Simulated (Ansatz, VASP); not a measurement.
# One calculation of Fe, two programs

File INCAR:

```
SYSTEM = Fe
ALGO = Normal ; EDIFF = 1E-8
ENCUT = 520 ; GGA = PE
ISIF = 2 ; ISMEAR = -1
ISPIN = 2 ; LASPH = .True.
LCHARG = .False. ; LEFG = .True.
LMAXMIX = 4 ; LORBIT = 11
LREAL = .False. ; LWAVE = .False.
MAGMOM = 3 ; NBANDS = 14
NELM = 150 ; PREC = Accurate
SIGMA = 0.05
```

KPOINTS

```
k-points
0
Gamma
  20 20 20
  0 0 0
```

Contents of POSCAR:

```
Fe
1.0
   -1.4610831316      1.4610831316      1.3958300000
    1.4610831316     -1.4610831316      1.3958300000
    1.4610831316      1.4610831316     -1.3958300000
Fe
1
Direct
    0.0000000000      0.0000000000      0.0000000000
```

Input for Ansatz:

```yaml
crystal:
  lattice:
    - [-1.4610831316, 1.4610831316, 1.39583]
    - [1.4610831316, -1.4610831316, 1.39583]
    - [1.4610831316, 1.4610831316, -1.39583]
  atoms:
    - { symbol: Fe, position: [0.0, 0.0, 0.0], spin: 3.0 }
magnetization:
  spin_polarized: true
kpoints:
  mp_grid: { grid: [20, 20, 20] }
scf:
  occupations: { method: fermi_dirac, width: 0.05 }
hamiltonian:
  xc: pbe
  pseudopotentials: { kind: paw }
output:
  forces: true
  stress: true
  eigenvalues: true
  efg: { contact_densities: true }
```

Change from the starting cell: z stretched by -3 % at fixed volume, PAW files.

Alike in both runs: task electric field gradients; functional PBE; k mesh 20 × 20 × 20; occupations fermi-dirac, width 0.05 eV; collinear spin.

|  | VASP | Ansatz |
| --- | --- | --- |
| version | VASP 6.6.1 | Ansatz 0.2.0 |
| potentials or method | VASP PAW PBE potentials, release 64 (Fe) | PAW with Ansatz's default frozen-core files, scalar-relativistic |
| plane-wave cutoff (eV) | 520 | 420 |
| valence electrons in the cell | 8 | 16 |

```csv
,VASP,Ansatz,Ansatz less VASP
pressure (GPa),-7.7,-7.9,-0.20
"traceless stress, the component that is largest in VASP (GPa)",3.49,3.66,+0.171
net moment per atom (μB),2.29,2.26,-0.025
size of the moment on the site where the two differ most (μB),2.29,2.31,+0.024
size of Vzz on the site where it differs most (V/Å²),5.3,5.7,+0.45
```

Site moments also hang on the region over which each program counts them. VASP's potentials hold 8 valence electrons a cell and Ansatz's 16, so a difference there can come from the potentials and not from the codes.
